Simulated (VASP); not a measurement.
Wanted: the native input for a VASP 6.6.1 run.

- Task: single point
- Functional: PBE
- Dispersion: D3(BJ)
- Potentials or basis: VASP PAW PBE potentials, release 64 (Zn, O)
- Cutoff: 520 eV
- k mesh: 12 × 12 × 6
- Occupations: gaussian, width 0.05 eV
- Spin: no spin polarisation
- Dipole correction: no
- Further INCAR settings: ALGO = Normal; EDIFF = 1e-07; NBANDS = 26

The structure of ZnO lies in POSCAR:

```
ZnO
1.0
    3.2662751495      0.0000000000      0.0000000000
   -1.6331375747      2.8286772553      0.0000000000
    0.0000000000      0.0000000000      5.9375165310
Zn O
2 2
Direct
    0.0000000000      0.0000000000      0.7500000000
    0.0000000000      0.0000000000      0.2500000000
    0.3333333333      0.6666666667      0.2500000000
    0.6666666667      0.3333333333      0.7500000000
```

This cell differs from its parent crystal: strain -0.0375 x Voigt [0, 0, 1, 0, 0, 0].

One way to write it, as run:

INCAR

```
SYSTEM = ZnO
  PREC = Accurate
  ENCUT = 520
  EDIFF = 1E-7
  ISMEAR = 0
  SIGMA = 0.05
  LREAL = .False.
  LASPH = .True.
  NELM = 80
  ALGO = Normal
  ISIF = 2
  LWAVE = .False.
  LCHARG = .True.
  GGA = PE
  IVDW = 12
  LELF = .True.
  LVHAR = .True.
  NBANDS = 26
```

KPOINTS

```
Automatic mesh
0
Gamma
  12 12 6
  0 0 0
```

Potentials or basis: VASP PAW PBE potentials, release 64 (Zn, O).

Run with:

```sh
$ cat potpaw_PBE.64/Zn/POTCAR potpaw_PBE.64/O/POTCAR > POTCAR
$ mpirun -np 1 vasp_std > vasp.out
```

It gave:

```yaml
Pressure: 1.5 GPa
Band_gap_on_the_k_mesh: 0.69 eV
Dispersion_energy_per_atom: -0.195 eV
```

Caveat: the cell differs from its parent crystal (strain -0.0375 x Voigt [0, 0, 1, 0, 0, 0]).

Wall time 46 s on 1 thread of Intel(R) Xeon(R) 6975P-C (Granite Rapids) (shared host), peak memory 0.24 GiB.
